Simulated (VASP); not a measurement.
# CdS (P6_3/mmc) in VASP: a series of runs, part 2 of 2

VASP 6.6.1.

### 4 Single point, PBE

This run uses another cell than the first one, of 21.08 Å³/atom.

INCAR

```
ALGO = Normal
EDIFF = 1E-6
ENCUT = 520
GGA = PE
ISIF = 2
ISMEAR = 0
LASPH = T
LCHARG = F
LREAL = F
LWAVE = F
NBANDS = 26
NELM = 80
PREC = Accurate
SIGMA = 0.01
```

KPOINTS

```
k-points
0
Gamma
  6 6 4
```

POSCAR

```
CdS
1.0
    3.8770288253      0.0000000000      0.0000000000
   -1.9385144127      3.3576054540      0.0000000000
    0.0000000000      0.0000000000      6.4776809454
Cd S
2 2
Direct
    0.0000000000      0.0000000000      0.0000000000
    0.0000000000      0.0000000000      0.5000000000
    0.3333333333      0.6666666667      0.2500000000
    0.6666666667      0.3333333333      0.7500000000
```

Potentials or basis: VASP PAW PBE potentials, release 64 (Cd, S).

The run is started by

```bash
$ cat potpaw_PBE.64/Cd/POTCAR potpaw_PBE.64/S/POTCAR > POTCAR
$ mpirun -np 1 vasp_std > vasp.out
```

OUTCAR:

```text
EDIFF = 1E-6
   ENCUT = 520
   GGA = PE
   ISIF = 2
   ISMEAR = 0
   LASPH = T
   LREAL = F
   NELM = 80
   PREC = Accurate

 ion  position               nearest neighbor table
   1  0.000  0.000  0.000-   3 2.76   4 2.76   4 2.76   3 2.76   4 2.76   3 2.76   2 3.24   2 3.24

   2  0.000  0.000  0.500-   3 2.76   4 2.76   4 2.76   3 2.76   4 2.76   3 2.76   1 3.24   1 3.24

   3  0.333  0.667  0.250-   1 2.76   2 2.76   1 2.76   2 2.76   1 2.76   2 2.76
   4  0.667  0.333  0.750-   1 2.76   2 2.76   1 2.76   2 2.76   1 2.76   2 2.76

  LATTYP: Found a hexagonal cell.
 ALAT       =     3.8770288253
 C/A-ratio  =     1.6707848296

  Lattice vectors:

 A1 = (   3.8770288253,   0.0000000000,   0.0000000000)
 A2 = (  -1.9385144127,   3.3576054540,   0.0000000000)
 A3 = (   0.0000000000,   0.0000000000,   6.4776809454)

Analysis of symmetry for initial positions (statically):
=====================================================================
 Subroutine PRICEL returns:
 Original cell was already a primitive cell.

 Routine SETGRP: Setting up the symmetry group for a
 hexagonal supercell.

 Subroutine GETGRP returns: Found 24 space group operations
 (whereof 12 operations were pure point group operations)
 out of a pool of 24 trial point group operations.

The static configuration has the point symmetry D_3d.
 The point group associated with its full space group is D_6h.

Analysis of symmetry for dynamics (positions and initial velocities):
=====================================================================
 Subroutine PRICEL returns:
 Original cell was already a primitive cell.

 Routine SETGRP: Setting up the symmetry group for a
 hexagonal supercell.

 Subroutine GETGRP returns: Found 24 space group operations
 (whereof 12 operations were pure point group operations)
 out of a pool of 24 trial point group operations.

The dynamic configuration has the point symmetry D_3d.
 The point group associated with its full space group is D_6h.

 Subroutine INISYM returns: Found 24 space group operations
 (whereof 12 operations are pure point group operations),
 and found     1 'primitive' translations

----------------------------------------------------------------------------------------

                                     Primitive cell

  volume of cell :      84.3234

  direct lattice vectors                    reciprocal lattice vectors
     3.877028825  0.000000000  0.000000000     0.257929473  0.148915650  0.000000000
    -1.938514413  3.357605454  0.000000000     0.000000000  0.297831301  0.000000000
     0.000000000  0.000000000  6.477680945     0.000000000  0.000000000  0.154376236

  length of vectors
     3.877028825  3.877028825  6.477680945     0.297831301  0.297831301  0.154376236

  position of ions in fractional coordinates (direct lattice)
     0.000000000  0.000000000  0.000000000
     0.000000000  0.000000000  0.500000000
     0.333333333  0.666666667  0.250000000
     0.666666667  0.333333333  0.750000000

  ion indices of the primitive-cell ions
   primitive index   ion index
                 1           1
                 2           2
                 3           3
                 4           4

[... 20 lines left out ...]

 Subroutine IBZKPT returns following result:
 ===========================================

 Found     21 irreducible k-points:

 Following reciprocal coordinates:
            Coordinates               Weight
  0.000000  0.000000  0.000000      1.000000
  0.166667  0.000000  0.000000      6.000000
  0.333333  0.000000  0.000000      6.000000
  0.500000  0.000000  0.000000      3.000000
  0.166667  0.166667  0.000000      6.000000
  0.333333  0.166667  0.000000     12.000000
[... 13 lines left out ...]
  0.333333  0.166667  0.500000     12.000000
  0.333333  0.333333  0.500000      2.000000
   k-points           NKPTS =     21   k-points in BZ     NKDIM =     21   number of bands    NBANDS=     26
   number of dos      NEDOS =    301   number of ions     NIONS =      4
   total plane-waves  NPLWV =  43200
   dimension x,y,z NGX =    30 NGY =   30 NGZ =   48
   dimension x,y,z NGXF=    60 NGYF=   60 NGZF=   96
   ions per type =               2   2
   NGX,Y,Z   is equivalent  to a cutoff of  12.86, 12.86, 12.32 a.u.
   NGXF,Y,Z  is equivalent  to a cutoff of  25.73, 25.73, 24.64 a.u.
 SYSTEM =  unknown system
   PREC   = accura    normal or accurate (medium, high low for compatibility)
   ISTART =      0    job   : 0-new  1-cont  2-samecut
   ICHARG =      2    charge: 1-file 2-atom 10-const
   ISPIN  =      1    spin polarized calculation?
   LNONCOLLINEAR =      F non collinear calculations
   LSORBIT =      F    spin-orbit coupling
   LASPH  =      T    aspherical Exc in radial PAW
   ENCUT  =  520.0 eV  38.22 Ry    6.18 a.u.   7.21  7.21 12.04*2*pi/ulx,y,z
   NELM   =     80;   NELMIN=  2; NELMDL= -5     # of ELM steps
   EDIFF  = 0.1E-05   stopping-criterion for ELM
   LREAL  =      F    real-space projection
   EDIFFG = 0.1E-04   stopping-criterion for IOM
   NSW    =      0    number of steps for IOM
   IBRION =     -1    ionic relax: 0-MD 1-quasi-New 2-CG
   NFREE  =      0    steps in history (QN), initial steepest desc. (CG)
   ISIF   =      2    stress and relaxation
   ISYM   =      2    0-nonsym 1-usesym 2-fastsym
   POTIM  = 0.5000    time-step for ionic-motion
   TEBEG  =    0.0;   TEEND  =   0.0 temperature during run
   PSTRESS=    0.0 pullay stress
   NELECT =      36.0000    total number of electrons
   NUPDOWN=      -1.0000    fix difference up-down
   EMIN   =  10.00;   EMAX   =-10.00  energy-range for DOS
   EFERMI =   0.00;   METHOD = LEGACY
   ISMEAR =     0;   SIGMA  =   0.01  broadening in eV -4-tet -1-fermi 0-gaus
   EFERMI_NEDOS =   21; number of points for ismear=-14 and -15
   IALGO  =     38    algorithm
   IMIX   =      4    mixing-type and parameters
     AMIX     =   0.40;   BMIX     =  1.00
     AMIX_MAG =   1.60;   BMIX_MAG =  1.00
  volume/ion in A,a.u.               =      21.08       142.26
  Fermi-wavevector in a.u.,A,eV,Ry     =   1.232706  2.329477 20.674931  1.519565
  Thomas-Fermi vector in A             =   2.367466
   LORBIT       =      0    0 simple, 1 ext, 2 COOP (PROOUT), +10 PAW based schemes
   GGA     = PE    functional components
   LHFCALC =     F    Hartree Fock is set to
   AEXX    =    0.0000 exact exchange contribution
   IVDW    =     0    specifies the selected vdW correction
   LEPSILON=     F    determine dielectric tensor
   LRPA    =     F    only Hartree local field effects (RPA)
 non-spin polarized calculation
 Gauss-broadening in eV      SIGMA  =   0.01
  energy-cutoff  :      520.00
  volume of cell :       84.32
 maximum number of plane-waves:      2284
 NGX is ok and might be reduce to    30
   NGX = 15   NGY = 15   NGZ = 25

 number of electron      35.9999991 magnetization

 Free energy of the ion-electron system (eV)
  ---------------------------------------------------
  ext. energy  EPLUGINS =         0.00000000
  ---------------------------------------------------
  free energy    TOTEN  =       -11.58412622 eV

  energy without entropy =      -11.58412622  energy(sigma->0) =      -11.58412622

 E-fermi :   2.7586     XC(G=0): -10.2273

 val. band max:        2.6601046825   @ k =   0.0000   0.0000   0.0000
 cond. band min:       3.1994955415   @ k =   0.0000   0.0000   0.0000
 fundamental gap:      0.5393908589
 Fermi energy:         2.7586078476

 k-point     1 :       0.0000    0.0000    0.0000
  band No.  band energies     occupation
      1      -9.9962      2.00000
      2      -8.9723      2.00000
      3      -5.3654      2.00000
      4      -5.3025      2.00000
      5      -5.3025      2.00000
      6      -4.9909      2.00000
[... 598 lines left out ...]
     25      11.3221      0.00000
     26      11.3221      0.00000

------------------------ aborting loop because EDIFF is reached ----------------------------------------

  FORCE on cell =-STRESS in cart. coord.  units (eV):
  Direction    XX          YY          ZZ          XY          YZ          ZX
  --------------------------------------------------------------------------------------
  -------------------------------------------------------------------------------------
  Total        0.2131843      0.2131843      0.1961726     -0.0000000      0.0000000      0.0000000
  in kB        4.0505835      4.0505835      3.7273537     -0.0000000      0.0000000      0.0000000
  external PRESSURE =       3.9428402 kB  Pullay stress =       0.0000000 kB

 VOLUME and BASIS-vectors are now :
 -----------------------------------------------------------------------------
  energy-cutoff  :      520.00
  volume of cell :       84.32
      direct lattice vectors                 reciprocal lattice vectors
     3.877028825  0.000000000  0.000000000     0.257929473  0.148915650  0.000000000
    -1.938514413  3.357605454  0.000000000     0.000000000  0.297831301  0.000000000
     0.000000000  0.000000000  6.477680945     0.000000000  0.000000000  0.154376236

 POSITION                                       TOTAL-FORCE (eV/Angst)
 -----------------------------------------------------------------------------------
      0.00000      0.00000      0.00000        -0.000000      0.000000      0.000000
      0.00000      0.00000      3.23884        -0.000000      0.000000      0.000000
     -0.00000      2.23840      1.61942        -0.000000      0.000000     -0.000000
      1.93851      1.11920      4.85826         0.000000      0.000000      0.000000
 -----------------------------------------------------------------------------------
    total drift:                               -0.000000      0.000000     -0.000000

  FREE ENERGIE OF THE ION-ELECTRON SYSTEM (eV)
  ---------------------------------------------------
  free  energy   TOTEN  =       -11.5841262160 eV

  energy  without entropy=      -11.5841262160  energy(sigma->0) =      -11.58412622
```

Wall time 61 s (1 thread of Intel Xeon 8259CL, shared host); peak memory 0.21 GiB.

What came out:

```
Free energy            : -11.5841 eV
Pressure               : 0.4 GPa
Band gap on the k mesh : 0.54 eV
```

A k mesh can miss the band edges.

### 5 Overview

| cell | gap on the mesh (eV) | pressure (GPa) |
| --- | --- | --- |
| a = 3.798, b = 3.798, c = 6.345 Å, angles 90.0, 90.0, 120.0°, 4 atoms | 0.82 | 5.6 |
| a = 3.838, b = 3.838, c = 6.412 Å, angles 90.0, 90.0, 120.0°, 4 atoms | 0.67 | 2.8 |
| a = 3.877, b = 3.877, c = 6.478 Å, angles 90.0, 90.0, 120.0°, 4 atoms | 0.54 | 0.4 |

Alike in all rows: task single point; level PBE; potentials or basis VASP PAW PBE potentials, release 64 (Cd, S); no spin polarisation; k mesh 6 × 6 × 4; cutoff (eV) 520; smearing gaussian 0.01 eV.

Caveats: the cell stands under pressure (at least some runs).

Absolute energies hang on the potentials; compare differences alone.
